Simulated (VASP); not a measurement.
# KI (I4/mmm) in VASP: further runs, part 2 of 2

VASP 6.6.1.

## 3. Single point, PBE (strain -0.0100 x Voigt [0, 0, 1, 0, 0, 0])

Contents of INCAR:

```
PREC     = Accurate       # precision mode
ENCUT    = 520            # plane-wave cutoff, eV
EDIFF    = 1E-6           # SCF threshold, eV
ISMEAR   = 0              # smearing method
SIGMA    = 0.05           # smearing width, eV
LREAL    = F              # projectors in reciprocal space
LASPH    = T              # aspherical terms in the spheres
NELM     = 100            # most SCF steps
ALGO     = Normal         # electronic algorithm
ISIF     = 2              # what is computed and relaxed
LWAVE    = F              # write WAVECAR
LCHARG   = F              # write CHGCAR
GGA      = PE             # functional
NBANDS   = 15             # bands
```

Contents of KPOINTS:

```
Automatic mesh
0
Gamma
  6 6 6
```

Contents of POSCAR:

```
KI
1.0
    0.0000000000      3.5245500000      3.4893045000
    3.5245500000      0.0000000000      3.4893045000
    3.5245500000      3.5245500000      0.0000000000
K I
1 1
Direct
    0.0000000000      0.0000000000      0.0000000000
    0.5000000000      0.5000000000      0.5000000000
```

Potentials or basis: VASP PAW PBE potentials, release 64 (K_sv, I).

Command:

```console
> cat potpaw_PBE.64/K_sv/POTCAR potpaw_PBE.64/I/POTCAR > POTCAR
> mpirun -np 1 vasp_std > vasp.out
```

OUTCAR:

```text
PREC = Accurate
   ENCUT = 520
   EDIFF = 1E-6
   ISMEAR = 0
   LREAL = F
   LASPH = T
   NELM = 100
   ISIF = 2
   GGA = PE

 ion  position               nearest neighbor table
   1  0.000  0.000  0.000-   2 3.49   2 3.49   2 3.52   2 3.52   2 3.52   2 3.52
   2  0.500  0.500  0.500-   1 3.49   1 3.49   1 3.52   1 3.52   1 3.52   1 3.52

  LATTYP: Found a body centered tetragonal cell.
 ALAT       =     4.9844664113
 C/A-ratio  =     1.4000714267

  Lattice vectors:

 A1 = (   0.0000000000,  -3.5245500000,  -3.4893045000)
 A2 = (   0.0000000000,   3.5245500000,  -3.4893045000)
 A3 = (   3.5245500000,   0.0000000000,   3.4893045000)

Analysis of symmetry for initial positions (statically):
=====================================================================
 Subroutine PRICEL returns:
 Original cell was already a primitive cell.

 Routine SETGRP: Setting up the symmetry group for a
 body centered tetragonal supercell.

 Subroutine GETGRP returns: Found 16 space group operations
 (whereof 16 operations were pure point group operations)
 out of a pool of 16 trial point group operations.

The static configuration has the point symmetry D_4h.

Analysis of symmetry for dynamics (positions and initial velocities):
=====================================================================
 Subroutine PRICEL returns:
 Original cell was already a primitive cell.

 Routine SETGRP: Setting up the symmetry group for a
 body centered tetragonal supercell.

 Subroutine GETGRP returns: Found 16 space group operations
 (whereof 16 operations were pure point group operations)
 out of a pool of 16 trial point group operations.

The dynamic configuration has the point symmetry D_4h.

 Subroutine INISYM returns: Found 16 space group operations
 (whereof 16 operations are pure point group operations),
 and found     1 'primitive' translations

----------------------------------------------------------------------------------------

                                     Primitive cell

  volume of cell :      86.6914

  direct lattice vectors                    reciprocal lattice vectors
     0.000000000  3.524550000  3.489304500    -0.141862082  0.141862082  0.143295032
     3.524550000  0.000000000  3.489304500     0.141862082 -0.141862082  0.143295032
     3.524550000  3.524550000  0.000000000     0.141862082  0.141862082 -0.143295032

  length of vectors
     4.959606698  4.959606698  4.984466411     0.246542424  0.246542424  0.246542424

  position of ions in fractional coordinates (direct lattice)
     0.000000000  0.000000000  0.000000000
     0.500000000  0.500000000  0.500000000

  ion indices of the primitive-cell ions
   primitive index   ion index
                 1           1
                 2           2

----------------------------------------------------------------------------------------

 KPOINTS: Automatic mesh

Automatic generation of k-mesh.
 Grid dimensions read from file:
 generate k-points for:    6    6    6

 Generating k-lattice:

  Cartesian coordinates                     Fractional coordinates (reciprocal lattice)
    -0.023643680  0.023643680  0.023882505     0.166666667  0.000000000  0.000000000
[... 42 lines left out ...]
   number of dos      NEDOS =    301   number of ions     NIONS =      2
   total plane-waves  NPLWV =  64000
   dimension x,y,z NGX =    40 NGY =   40 NGZ =   40
   dimension x,y,z NGXF=    80 NGYF=   80 NGZF=   80
   ions per type =               1   1
   NGX,Y,Z   is equivalent  to a cutoff of  13.41, 13.41, 13.34 a.u.
   NGXF,Y,Z  is equivalent  to a cutoff of  26.82, 26.82, 26.68 a.u.
 SYSTEM =  unknown system
   PREC   = accura    normal or accurate (medium, high low for compatibility)
   ISTART =      0    job   : 0-new  1-cont  2-samecut
   ICHARG =      2    charge: 1-file 2-atom 10-const
   ISPIN  =      1    spin polarized calculation?
   LNONCOLLINEAR =      F non collinear calculations
   LSORBIT =      F    spin-orbit coupling
   LASPH  =      T    aspherical Exc in radial PAW
   ENCUT  =  520.0 eV  38.22 Ry    6.18 a.u.   9.22  9.22  9.27*2*pi/ulx,y,z
   NELM   =    100;   NELMIN=  2; NELMDL= -5     # of ELM steps
   EDIFF  = 0.1E-05   stopping-criterion for ELM
   LREAL  =      F    real-space projection
   EDIFFG = 0.1E-04   stopping-criterion for IOM
   NSW    =      0    number of steps for IOM
   IBRION =     -1    ionic relax: 0-MD 1-quasi-New 2-CG
   NFREE  =      0    steps in history (QN), initial steepest desc. (CG)
   ISIF   =      2    stress and relaxation
   ISYM   =      2    0-nonsym 1-usesym 2-fastsym
   POTIM  = 0.5000    time-step for ionic-motion
   TEBEG  =    0.0;   TEEND  =   0.0 temperature during run
   PSTRESS=    0.0 pullay stress
   NELECT =      16.0000    total number of electrons
   NUPDOWN=      -1.0000    fix difference up-down
   EMIN   =  10.00;   EMAX   =-10.00  energy-range for DOS
   EFERMI =   0.00;   METHOD = LEGACY
   ISMEAR =     0;   SIGMA  =   0.05  broadening in eV -4-tet -1-fermi 0-gaus
   EFERMI_NEDOS =   21; number of points for ismear=-14 and -15
   IALGO  =     38    algorithm
   IMIX   =      4    mixing-type and parameters
     AMIX     =   0.40;   BMIX     =  1.00
     AMIX_MAG =   1.60;   BMIX_MAG =  1.00
  volume/ion in A,a.u.               =      43.35       292.51
  Fermi-wavevector in a.u.,A,eV,Ry     =   0.932086  1.761388 11.820534  0.868785
  Thomas-Fermi vector in A             =   2.058647
   LORBIT       =      0    0 simple, 1 ext, 2 COOP (PROOUT), +10 PAW based schemes
   GGA     = PE    functional components
   LHFCALC =     F    Hartree Fock is set to
   AEXX    =    0.0000 exact exchange contribution
   IVDW    =     0    specifies the selected vdW correction
   LEPSILON=     F    determine dielectric tensor
   LRPA    =     F    only Hartree local field effects (RPA)
 non-spin polarized calculation
 Gauss-broadening in eV      SIGMA  =   0.05
  energy-cutoff  :      520.00
  volume of cell :       86.69
 maximum number of plane-waves:      2361
 NGX is ok and might be reduce to    40
   NGX = 19   NGY = 19   NGZ = 19

 number of electron      15.9999999 magnetization

 Free energy of the ion-electron system (eV)
  ---------------------------------------------------
  ext. energy  EPLUGINS =         0.00000000
  ---------------------------------------------------
  free energy    TOTEN  =        -5.54894350 eV

  energy without entropy =       -5.54894350  energy(sigma->0) =       -5.54894350

 E-fermi :  -0.1116     XC(G=0):  -7.2448

 val. band max:       -0.3243495570   @ k =   0.0000   0.0000   0.0000
 cond. band min:       3.6761559212   @ k =   0.0000   0.0000   0.0000
 fundamental gap:      4.0005054782
 Fermi energy:        -0.1116224360

 k-point     1 :       0.0000    0.0000    0.0000
  band No.  band energies     occupation
      1     -28.7987      2.00000
      2     -12.2890      2.00000
      3     -12.2884      2.00000
      4     -12.2884      2.00000
      5     -10.8547      2.00000
      6      -0.3274      2.00000
      7      -0.3274      2.00000
      8      -0.3243      2.00000
      9       3.6762      0.00000
     10       6.1430      0.00000
     11       6.1430      0.00000
     12       6.2040      0.00000
     13       6.8715      0.00000
     14       6.9127      0.00000
[... 401 lines left out ...]
      2     -12.3557      2.00000
      3     -12.3160      2.00000
      4     -12.3037      2.00000
      5     -10.6652      2.00000
      6      -1.3205      2.00000
      7      -0.8602      2.00000
      8      -0.6919      2.00000
      9       4.9917      0.00000
     10       5.9524      0.00000
     11       7.4545      0.00000
     12       7.8881      0.00000
     13       8.6249      0.00000
     14       9.0313      0.00000
     15       9.5251      0.00000

 [... further k-points ...]

------------------------ aborting loop because EDIFF is reached ----------------------------------------

  FORCE on cell =-STRESS in cart. coord.  units (eV):
  Direction    XX          YY          ZZ          XY          YZ          ZX
  --------------------------------------------------------------------------------------
  -------------------------------------------------------------------------------------
  Total        0.4141287      0.4141287      0.5763240      0.0000000     -0.0000000      0.0000000
  in kB        7.6536692      7.6536692     10.6512622      0.0000000     -0.0000000      0.0000000
  external PRESSURE =       8.6528669 kB  Pullay stress =       0.0000000 kB

 VOLUME and BASIS-vectors are now :
 -----------------------------------------------------------------------------
  energy-cutoff  :      520.00
  volume of cell :       86.69
      direct lattice vectors                 reciprocal lattice vectors
     0.000000000  3.524550000  3.489304500    -0.141862082  0.141862082  0.143295032
     3.524550000  0.000000000  3.489304500     0.141862082 -0.141862082  0.143295032
     3.524550000  3.524550000  0.000000000     0.141862082  0.141862082 -0.143295032

 POSITION                                       TOTAL-FORCE (eV/Angst)
 -----------------------------------------------------------------------------------
      0.00000      0.00000      0.00000         0.000000      0.000000      0.000000
      3.52455      3.52455      3.48930         0.000000      0.000000      0.000000
 -----------------------------------------------------------------------------------
    total drift:                                0.000000     -0.000000     -0.000000

  FREE ENERGIE OF THE ION-ELECTRON SYSTEM (eV)
  ---------------------------------------------------
  free  energy   TOTEN  =        -5.5489434966 eV

  energy  without entropy=       -5.5489434966  energy(sigma->0) =       -5.54894350
```

Run time: 61 s. Hardware: 1 thread of Intel Xeon Platinum 8488C (Sapphire Rapids), shared host; peak memory 0.24 GiB.

Results:

```yaml
Free_energy: -5.5489 eV
Pressure: 0.9 GPa
Band_gap_on_the_k_mesh: 4.00 eV, direct
```

Caveat: the cell differs from its parent crystal (strain -0.0100 x Voigt [0, 0, 1, 0, 0, 0]); spin-orbit coupling is left out, which moves the levels of the heavy elements.

## 4. Single point, PBE (strain +0.0100 x Voigt [0, 0, 1, 0, 0, 0])

Contents of INCAR:

```
SYSTEM = KI
ALGO = Normal ; EDIFF = 1E-7
ENCUT = 520 ; GGA = PE
ISIF = 2 ; ISMEAR = 0
LASPH = .TRUE. ; LCHARG = .FALSE.
LREAL = .FALSE. ; LWAVE = .FALSE.
NBANDS = 15 ; NELM = 80
PREC = Accurate ; SIGMA = 0.05
```

Contents of KPOINTS:

```
k-points
0
G
  6 6 6
  0 0 0
```

Contents of POSCAR:

```
KI
1.0
    0.0000000000      3.5245500000      3.5597955000
    3.5245500000      0.0000000000      3.5597955000
    3.5245500000      3.5245500000      0.0000000000
K I
1 1
Direct
    0.0000000000      0.0000000000      0.0000000000
    0.5000000000      0.5000000000      0.5000000000
```

Potentials or basis: VASP PAW PBE potentials, release 64 (K_sv, I).

Command:

```console
> cat potpaw_PBE.64/K_sv/POTCAR potpaw_PBE.64/I/POTCAR > POTCAR
> mpirun -np 1 vasp_std > vasp.out
```

OUTCAR:

```text
SYSTEM = KI
   EDIFF = 1E-7
   ENCUT = 520
   GGA = PE
   ISIF = 2
   ISMEAR = 0
   LASPH = .TRUE.
   LREAL = .FALSE.
   NELM = 80
   PREC = Accurate

 ion  position               nearest neighbor table
   1  0.000  0.000  0.000-   2 3.52   2 3.52   2 3.52   2 3.52   2 3.56   2 3.56
   2  0.500  0.500  0.500-   1 3.52   1 3.52   1 3.52   1 3.52   1 3.56   1 3.56

  LATTYP: Found a body centered tetragonal cell.
 ALAT       =     4.9844664113
 C/A-ratio  =     1.4283556980

  Lattice vectors:

 A1 = (  -3.5245500000,   0.0000000000,   3.5597955000)
 A2 = (   3.5245500000,   0.0000000000,   3.5597955000)
 A3 = (   0.0000000000,   3.5245500000,  -3.5597955000)

Analysis of symmetry for initial positions (statically):
=====================================================================
 Subroutine PRICEL returns:
 Original cell was already a primitive cell.

 Routine SETGRP: Setting up the symmetry group for a
 body centered tetragonal supercell.

 Subroutine GETGRP returns: Found 16 space group operations
 (whereof 16 operations were pure point group operations)
 out of a pool of 16 trial point group operations.

The static configuration has the point symmetry D_4h.

[... 176 lines left out ...]
      7      -0.4300      2.00000
      8      -0.4300      2.00000
      9       3.5251      0.00000
     10       6.0277      0.00000
     11       6.0871      0.00000
     12       6.0871      0.00000
     13       6.7633      0.00000
     14       6.8018      0.00000
[... 401 lines left out ...]
      2     -12.4860      2.00000
      3     -12.4497      2.00000
      4     -12.4394      2.00000
      5     -10.7509      2.00000
      6      -1.3912      2.00000
      7      -0.9491      2.00000
      8      -0.7921      2.00000
      9       4.9016      0.00000
     10       5.7850      0.00000
     11       7.2980      0.00000
     12       7.7634      0.00000
     13       8.4716      0.00000
     14       8.8743      0.00000
     15       9.3878      0.00000

 [... further k-points ...]

------------------------ aborting loop because EDIFF is reached ----------------------------------------

  FORCE on cell =-STRESS in cart. coord.  units (eV):
  Direction    XX          YY          ZZ          XY          YZ          ZX
  --------------------------------------------------------------------------------------
  -------------------------------------------------------------------------------------
  Total        0.3650105      0.3650105      0.2229056      0.0000000      0.0000000      0.0000000
  in kB        6.6123160      6.6123160      4.0380273      0.0000000      0.0000000      0.0000000
  external PRESSURE =       5.7542198 kB  Pullay stress =       0.0000000 kB

 VOLUME and BASIS-vectors are now :
 -----------------------------------------------------------------------------
  energy-cutoff  :      520.00
  volume of cell :       88.44
      direct lattice vectors                 reciprocal lattice vectors
     0.000000000  3.524550000  3.559795500    -0.141862082  0.141862082  0.140457507
     3.524550000  0.000000000  3.559795500     0.141862082 -0.141862082  0.140457507
     3.524550000  3.524550000  0.000000000     0.141862082  0.141862082 -0.140457507

 POSITION                                       TOTAL-FORCE (eV/Angst)
 -----------------------------------------------------------------------------------
      0.00000      0.00000      0.00000        -0.000000      0.000000      0.000000
      3.52455      3.52455      3.55980         0.000000     -0.000000     -0.000000
 -----------------------------------------------------------------------------------
    total drift:                                0.000000     -0.000000     -0.000000

  FREE ENERGIE OF THE ION-ELECTRON SYSTEM (eV)
  ---------------------------------------------------
  free  energy   TOTEN  =        -5.5569082261 eV

  energy  without entropy=       -5.5569082261  energy(sigma->0) =       -5.55690823
```

OSZICAR:

```text
N       E                     dE             d eps       ncg     rms          rms(c)
DAV:   1     0.892610545394E+02    0.89261E+02   -0.64160E+03   900   0.904E+02
DAV:   2    -0.205623355085E+00   -0.89467E+02   -0.84117E+02  1138   0.214E+02
DAV:   3    -0.542075684648E+01   -0.52151E+01   -0.51954E+01  1310   0.449E+01
DAV:   4    -0.563586508909E+01   -0.21511E+00   -0.21506E+00  1380   0.815E+00
DAV:   5    -0.563818178019E+01   -0.23167E-02   -0.23166E-02  1320   0.850E-01    0.304E+00
DAV:   6    -0.555504931110E+01    0.83132E-01   -0.94489E-02  1145   0.178E+00    0.217E+00
DAV:   7    -0.555108063189E+01    0.39687E-02   -0.11246E-01  1243   0.169E+00    0.785E-01
DAV:   8    -0.555625795183E+01   -0.51773E-02   -0.11982E-02   922   0.708E-01    0.131E-01
DAV:   9    -0.555673886889E+01   -0.48092E-03   -0.90509E-04  1257   0.176E-01    0.781E-02
DAV:  10    -0.555685876280E+01   -0.11989E-03   -0.11850E-04  1088   0.585E-02    0.211E-02
DAV:  11    -0.555690809990E+01   -0.49337E-04   -0.62821E-05   970   0.461E-02    0.187E-02
DAV:  12    -0.555690792524E+01    0.17466E-06   -0.27276E-06  1264   0.127E-02    0.101E-02
DAV:  13    -0.555690808620E+01   -0.16096E-06   -0.55944E-07  1089   0.388E-03    0.322E-03
DAV:  14    -0.555690830785E+01   -0.22165E-06   -0.25733E-07  1201   0.249E-03    0.135E-03
DAV:  15    -0.555690822611E+01    0.81733E-07   -0.15680E-08   821   0.900E-04
   1 F= -.55569082E+01 E0= -.55569082E+01  d E =-.634345E-20
```

stdout:

```text
POSCAR found type information on POSCAR K I
 POSCAR found :  2 types and       2 ions
 scaLAPACK will be used
 LDA part: xc-table for (Slater+PW92), standard interpolation
 POSCAR, INCAR and KPOINTS ok, starting setup
 FFT: planning ... GRIDC
 FFT: planning ... GRID_SOFT
 FFT: planning ... GRID
 WAVECAR not read
 entering main loop
```

It took 84 s on 1 thread of Intel Xeon Platinum 8488C (Sapphire Rapids), shared host; peak memory 0.25 GiB.

What came out:

- Free energy: -5.5569 eV
- Pressure: 0.6 GPa
- Band gap on the k mesh: 3.96 eV, direct

Stress tensor (GPa, compression positive):
```
0.66 0.00 0.00
0.00 0.66 0.00
0.00 0.00 0.40
```

Caveat: the cell differs from its parent crystal (strain +0.0100 x Voigt [0, 0, 1, 0, 0, 0]); spin-orbit coupling is left out, which moves the levels of the heavy elements.

## 5. Overview

| cell | gap on the mesh (eV) | pressure (GPa) |
| --- | --- | --- |
| a = 4.935, b = 4.935, c = 4.984 Å, angles 59.7, 59.7, 60.7°, 2 atoms | 4.02 | 1.0 |
| a = 4.960, b = 4.960, c = 4.984 Å, angles 59.8, 59.8, 60.3°, 2 atoms | 4.00 | 0.9 |
| a = 5.009, b = 5.009, c = 4.984 Å, angles 60.2, 60.2, 59.7°, 2 atoms | 3.96 | 0.6 |

Alike in all rows: task single point; level PBE; potentials or basis VASP PAW PBE potentials, release 64 (K_sv, I); no spin polarisation; k mesh 6 × 6 × 6; cutoff (eV) 520; smearing gaussian 0.05 eV.

Caveats: spin-orbit coupling is left out, which moves the levels of the heavy elements.

Total energies depend on the potentials used, so only differences within one code and one set of settings carry meaning.
